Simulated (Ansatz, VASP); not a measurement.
## ScGa3N2 in VASP and in Ansatz

```
Sc Ga N
1.0
     5.19187    0.00000    0.00000
    -2.59593    4.49629    0.00000
     0.00000    0.00000    4.04501
Sc Ga N
1 3 2
Direct
  0.00000 0.00000 0.00000
  0.50000 0.00000 0.50000
  0.00000 0.50000 0.50000
  0.50000 0.50000 0.50000
  0.33333 0.66667 0.00000
  0.66667 0.33333 0.00000
```

Change from the starting cell: species swapped into the LaCu2Ni3 type (P6/mmm, No. 191).

Alike in both runs: task relaxation of cell and atoms; functional PBE; k mesh 6 × 6 × 4; occupations gaussian, width 0.1 eV; no spin polarisation.

```csv
,VASP,Ansatz
version,VASP 6.6.1,Ansatz 0.2.0
potentials or method,"VASP PAW PBE potentials, release 64 (Sc_sv, Ga_d, N), cutoff 600 eV","scalar-relativistic, plane waves, PAW"
valence electrons in the cell,60,60
```

Ansatz gave:

```
gap on the k mesh at the Fermi level, each at its own relaxed structure (eV) : none
relaxed volume (Å³/atom)                                                     : 13.42
relaxed cell length with the largest relative difference (Å)                 : 5.311
```

Task: What did VASP give for the same quantities?

Result: gap on the k mesh at the Fermi level, each at its own relaxed structure (eV): none; relaxed volume (Å³/atom): 13.46; relaxed cell length with the largest relative difference (Å): 5.327.

A gap of «none» marks a metal or a gap that the smearing closes.

The k mesh is coarse, so the values compare programs but aren't converged.
